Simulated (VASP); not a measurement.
# Hf (P6_3/mmc) in VASP: a series of runs

The runs below take Hf through single point, with PBEsol.

All numbers are computed with VASP 6.6.1; they aren't measurements. Logs are shortened: lines on timing, memory, paths and dates and some standing lists are left out, and cuts for length are marked.

## (1) The cell of the first run

It takes space group P6_3/mmc (No. 194, hexagonal). Conventional cell: a = 2.591 Å, b = 2.591 Å, c = 4.458 Å, α = 90.00°, β = 90.00°, γ = 120.00°. Within 3.4 Å of Hf (site symmetry -6m2) lie 12 Hf at 2.59 to 2.68 Å.

## (2) Single point, PBEsol (12.96 Å³/atom)

The input, INCAR:

```
ALGO = Normal
EDIFF = 1E-6
ENCUT = 500
GGA = PS
GGA_COMPAT = False
ISIF = 2
ISMEAR = -1
LASPH = True
LCHARG = False
LREAL = False
LWAVE = False
NBANDS = 17
NELM = 120
PREC = Accurate
SIGMA = 0.08
```

The input, KPOINTS:

```
k-points
0
Gamma
  15 15 9
```

The input, POSCAR:

```
Hf
1.0
    2.5913125936      0.0000000000      0.0000000000
   -1.2956562968      2.2441425352      0.0000000000
    0.0000000000      0.0000000000      4.4582516400
Hf
2
Direct
    0.3333333333      0.6666666667      0.2500000000
    0.6666666667      0.3333333333      0.7500000000
```

Potentials or basis: VASP PAW PBE potentials, release 64 (Hf_pv).

Launch:

```console
$ cat potpaw_PBE.64/Hf_pv/POTCAR > POTCAR
$ mpirun -np 1 vasp_std > vasp.out
```

OUTCAR:

```text
EDIFF = 1E-6
   ENCUT = 500
   GGA = PS
   ISIF = 2
   ISMEAR = -1
   LASPH = True
   LREAL = False
   NELM = 120
   PREC = Accurate

 ion  position               nearest neighbor table
   1  0.333  0.667  0.250-   2 2.68   2 2.68   2 2.68   2 2.68   2 2.68   2 2.68   2 3.73   2 3.73
                             2 3.73   2 3.73   2 3.73   2 3.73
   2  0.667  0.333  0.750-   1 2.68   1 2.68   1 2.68   1 2.68   1 2.68   1 2.68   1 3.73   1 3.73
                             1 3.73   1 3.73   1 3.73   1 3.73

  LATTYP: Found a hexagonal cell.
 ALAT       =     2.5913125936
 C/A-ratio  =     1.7204607622

  Lattice vectors:

 A1 = (   2.5913125936,   0.0000000000,   0.0000000000)
 A2 = (  -1.2956562968,   2.2441425352,   0.0000000000)
 A3 = (   0.0000000000,   0.0000000000,   4.4582516400)

Analysis of symmetry for initial positions (statically):
=====================================================================
 Subroutine PRICEL returns:
 Original cell was already a primitive cell.

 Routine SETGRP: Setting up the symmetry group for a
 hexagonal supercell.

 Subroutine GETGRP returns: Found 24 space group operations
 (whereof 12 operations were pure point group operations)
 out of a pool of 24 trial point group operations.

The static configuration has the point symmetry D_3d.
 The point group associated with its full space group is D_6h.

Analysis of symmetry for dynamics (positions and initial velocities):
=====================================================================
 Subroutine PRICEL returns:
 Original cell was already a primitive cell.

 Routine SETGRP: Setting up the symmetry group for a
 hexagonal supercell.

 Subroutine GETGRP returns: Found 24 space group operations
 (whereof 12 operations were pure point group operations)
 out of a pool of 24 trial point group operations.

The dynamic configuration has the point symmetry D_3d.
 The point group associated with its full space group is D_6h.

 Subroutine INISYM returns: Found 24 space group operations
 (whereof 12 operations are pure point group operations),
 and found     1 'primitive' translations

----------------------------------------------------------------------------------------

                                     Primitive cell

  volume of cell :      25.9260

  direct lattice vectors                    reciprocal lattice vectors
[... 85 lines left out ...]
   ENCUT  =  500.0 eV  36.75 Ry    6.06 a.u.   4.72  4.72  8.13*2*pi/ulx,y,z
   NELM   =    120;   NELMIN=  2; NELMDL= -5     # of ELM steps
   EDIFF  = 0.1E-05   stopping-criterion for ELM
   LREAL  =      F    real-space projection
   EDIFFG = 0.1E-04   stopping-criterion for IOM
   NSW    =      0    number of steps for IOM
   IBRION =     -1    ionic relax: 0-MD 1-quasi-New 2-CG
   NFREE  =      0    steps in history (QN), initial steepest desc. (CG)
   ISIF   =      2    stress and relaxation
   ISYM   =      2    0-nonsym 1-usesym 2-fastsym
   POTIM  = 0.5000    time-step for ionic-motion
   TEBEG  =    0.0;   TEEND  =   0.0 temperature during run
   PSTRESS=    0.0 pullay stress
   NELECT =      20.0000    total number of electrons
   NUPDOWN=      -1.0000    fix difference up-down
   EMIN   =  10.00;   EMAX   =-10.00  energy-range for DOS
   EFERMI =   0.00;   METHOD = LEGACY
   ISMEAR =    -1;   SIGMA  =   0.08  broadening in eV -4-tet -1-fermi 0-gaus
   EFERMI_NEDOS =   21; number of points for ismear=-14 and -15
   IALGO  =     38    algorithm
   IMIX   =      4    mixing-type and parameters
     AMIX     =   0.40;   BMIX     =  1.00
     AMIX_MAG =   1.60;   BMIX_MAG =  1.00
  volume/ion in A,a.u.               =      12.96        87.48
  Fermi-wavevector in a.u.,A,eV,Ry     =   1.501435  2.837301 30.671712  2.254307
  Thomas-Fermi vector in A             =   2.612806
   LORBIT       =      0    0 simple, 1 ext, 2 COOP (PROOUT), +10 PAW based schemes
   GGA     = PS    functional components
   LHFCALC =     F    Hartree Fock is set to
   AEXX    =    0.0000 exact exchange contribution
   IVDW    =     0    specifies the selected vdW correction
   LEPSILON=     F    determine dielectric tensor
   LRPA    =     F    only Hartree local field effects (RPA)
 non-spin polarized calculation
  energy-cutoff  :      500.00
  volume of cell :       25.93
 maximum number of plane-waves:       673
 NGX is ok and might be reduce to    20
   NGX =  9   NGY =  9   NGZ = 17

 number of electron      20.0000000 magnetization

 Free energy of the ion-electron system (eV)
  ---------------------------------------------------
  ext. energy  EPLUGINS =         0.00000000
  ---------------------------------------------------
  free energy    TOTEN  =       -16.10399202 eV

  energy without entropy =      -16.08022910  energy(sigma->0) =      -16.09211056

 E-fermi :   9.1179     XC(G=0): -14.1538

 val. band max:        9.1040776727   @ k =   0.1333   0.0000   0.2222
 cond. band min:       9.1187590672   @ k =   0.2000   0.0000   0.3333
 fundamental gap:      0.0146813944
 Fermi energy:         9.1179403851

 k-point     1 :       0.0000    0.0000    0.0000
  band No.  band energies     occupation
      1     -22.8453      2.00000
      2     -19.1173      2.00000
      3     -19.1173      2.00000
      4     -19.0534      2.00000
      5     -18.7269      2.00000
      6     -18.7269      2.00000
[... 457 lines left out ...]
      4     -20.7568      2.00000
      5     -20.2781      2.00000
      6     -20.0027      2.00000
[... 9 lines left out ...]
     16      18.3798      0.00000
     17      22.3775      0.00000

 [... further k-points ...]

------------------------ aborting loop because EDIFF is reached ----------------------------------------

  FORCE on cell =-STRESS in cart. coord.  units (eV):
  Direction    XX          YY          ZZ          XY          YZ          ZX
  --------------------------------------------------------------------------------------
  -------------------------------------------------------------------------------------
  Total       21.5748775     21.5748775     21.4428633      0.0000000     -0.0000000      0.0000000
  in kB     1333.2884002   1333.2884002   1325.1301592      0.0000000     -0.0000000      0.0000000
  external PRESSURE =    1330.5689865 kB  Pullay stress =       0.0000000 kB

 VOLUME and BASIS-vectors are now :
 -----------------------------------------------------------------------------
  energy-cutoff  :      500.00
  volume of cell :       25.93
      direct lattice vectors                 reciprocal lattice vectors
     2.591312594  0.000000000  0.000000000     0.385904812  0.222802247  0.000000000
    -1.295656297  2.244142535  0.000000000     0.000000000  0.445604495  0.000000000
     0.000000000  0.000000000  4.458251640     0.000000000  0.000000000  0.224303175

 POSITION                                       TOTAL-FORCE (eV/Angst)
 -----------------------------------------------------------------------------------
     -0.00000      1.49610      1.11456        -0.000000      0.000000      0.000000
      1.29566      0.74805      3.34369         0.000000     -0.000000      0.000000
 -----------------------------------------------------------------------------------
    total drift:                               -0.000000      0.000000     -0.000000

  FREE ENERGIE OF THE ION-ELECTRON SYSTEM (eV)
  ---------------------------------------------------
  free  energy   TOTEN  =       -16.1039920170 eV

  energy  without entropy=      -16.0802291046  energy(sigma->0) =      -16.09211056
```

stdout:

```text
POSCAR found type information on POSCAR Hf
 POSCAR found :  1 types and       2 ions
 scaLAPACK will be used
 -----------------------------------------------------------------------------
|                                                                             |
|                                                                             |
|     You enforced a specific xc type in the INCAR file but a different       |
|     I HOPE YOU KNOW WHAT YOU ARE DOING!                                     |
|                                                                             |
 -----------------------------------------------------------------------------

 LDA part: xc-table for (Slater+PW92), standard interpolation
 POSCAR, INCAR and KPOINTS ok, starting setup
 FFT: planning ... GRIDC
 FFT: planning ... GRID_SOFT
 FFT: planning ... GRID
 WAVECAR not read
 entering main loop
```

Run time: 26 s. Hardware: 1 thread of AMD EPYC 9R45 (Zen 5), shared host; peak memory 0.14 GiB.

What came out:

```
Free energy            : -16.1040 eV
Pressure               : 133.1 GPa
Band gap on the k mesh : zero (bands 10 and 11 overlap by 1.96 eV)
```

Stress tensor (GPa, compression positive):
```
133.33   0.00   0.00
  0.00 133.33   0.00
  0.00   0.00 132.51
```

Caveat: the cell stands under pressure; the PAW data sets were made with another functional, which shifts forces and pressure a little; spin-orbit coupling is left out, which moves the levels of the heavy elements.

## (3) Single point, PBEsol

This run uses another cell than the first one, of 14.69 Å³/atom.

The input, INCAR:

```
SYSTEM = Hf
PREC = Accurate
ENCUT = 500
EDIFF = 1E-6
ISMEAR = -1
SIGMA = 0.08
LREAL = .False.
LASPH = .True.
NELM = 120
ALGO = Normal
ISIF = 2
LWAVE = .False.
LCHARG = .False.
GGA = PS
NBANDS = 17
GGA_COMPAT = .False.
```

The input, KPOINTS:

```
Automatic mesh
0
Gamma
  15 15 9
  0 0 0
```

The input, POSCAR:

```
Hf
1.0
    2.7273824558      0.0000000000      0.0000000000
   -1.3636912279      2.3619824925      0.0000000000
    0.0000000000      0.0000000000      4.5611018127
Hf
2
Direct
    0.3333333333      0.6666666667      0.2500000000
    0.6666666667      0.3333333333      0.7500000000
```

Potentials or basis: VASP PAW PBE potentials, release 64 (Hf_pv).

Launch:

```console
$ cat potpaw_PBE.64/Hf_pv/POTCAR > POTCAR
$ mpirun -np 1 vasp_std > vasp.out
```

It took 28 s on 1 thread of AMD EPYC 9R45 (Zen 5), shared host; peak memory 0.15 GiB.

It converged, with:

```yaml
Free_energy: -18.3697 eV
Pressure: 81.1 GPa
Band_gap_on_the_k_mesh: zero (bands 10 and 11 overlap by 1.93 eV)
```

Stress tensor (GPa, compression positive):
```
81.21  0.00  0.00
 0.00 81.21  0.00
 0.00  0.00 80.81
```

Levels at points of the mesh, in eV from the Fermi level:
| k point | band 8 | band 9 | band 10 | band 11 | band 12 | band 13 |
| --- | --- | --- | --- | --- | --- | --- |
| (0.00, 0.00, 0.00) | -5.18 | 0.76 | 1.28 | 1.28 | 2.46 | 2.46 |

Caveat: the cell stands under pressure; the PAW data sets were made with another functional, which shifts forces and pressure a little; spin-orbit coupling is left out, which moves the levels of the heavy elements.
